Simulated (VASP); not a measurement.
Hf3N:

```
CELL_PARAMETERS angstrom
5.76773 0.00000 0.00000
-2.88387 4.99500 0.00000
0.00000 0.00000 4.62950
ATOMIC_POSITIONS crystal
Hf 0.83300 0.66600 0.25000
Hf 0.16700 0.83300 0.75000
Hf 0.33400 0.16700 0.25000
Hf 0.16700 0.33400 0.75000
Hf 0.83300 0.16700 0.25000
Hf 0.66600 0.83300 0.75000
N 0.33333 0.66667 0.25000
N 0.66667 0.33333 0.75000
```

| Item | Value |
| --- | --- |
| Program | VASP 6.6.1 |
| Task | relaxation of cell and atoms |
| Functional | PBE |
| Potentials or basis | VASP PAW PBE potentials, release 64 (Hf_pv, N) |
| Cutoff | 600 eV |
| k mesh | 3 × 3 × 4 |
| Occupations | gaussian, width 0.1 eV |
| Spin | no spin polarisation |

At the start: pressure 6.3 GPa; volume 16.67 Å³/atom.

Task: How do energy, volume and symmetry change on relaxing?

Result: Over 8 steps the energy falls by 45.3 meV/atom and the volume is 17.52 Å³/atom (+5.1 %); space group P6_3/mmc (No. 194, to 0.1 Å) before and after.

Step by step:
```csv
step,energy change (eV),largest force (eV/Å),pressure (GPa),volume (Å³)
1,0.0000,1.4539,6.34,133.38
2,-0.1889,0.8381,-4.20,146.46
3,-0.3530,0.0249,-0.59,140.88
4,-0.3530,0.0503,-0.49,140.73
5,-0.3586,0.0589,0.23,139.71
6,-0.3586,0.0662,0.28,139.64
7,-0.3611,0.0529,0.12,139.90
8,-0.3622,0.0349,-0.06,140.20
```

Final structure:
```cif
data_structure
_symmetry_space_group_name_H-M 'P 1'
_symmetry_Int_Tables_number 1
_cell_length_a 5.7877
_cell_length_b 5.7877
_cell_length_c 4.8328
_cell_angle_alpha 90.000
_cell_angle_beta 90.000
_cell_angle_gamma 120.000
_cell_volume 140.20
loop_
_atom_site_label
_atom_site_type_symbol
_atom_site_fract_x
_atom_site_fract_y
_atom_site_fract_z
_atom_site_occupancy
Hf1 Hf 0.82922 0.65845 0.25000 1
Hf2 Hf 0.17078 0.82922 0.75000 1
Hf3 Hf 0.34155 0.17078 0.25000 1
Hf4 Hf 0.17078 0.34155 0.75000 1
Hf5 Hf 0.82922 0.17078 0.25000 1
Hf6 Hf 0.65845 0.82922 0.75000 1
N1 N 0.33333 0.66667 0.25000 1
N2 N 0.66667 0.33333 0.75000 1
```

Caveat: the k points lie up to 0.42 Å⁻¹ apart in the final cell, too coarse for converged energies and pressures of a metal.
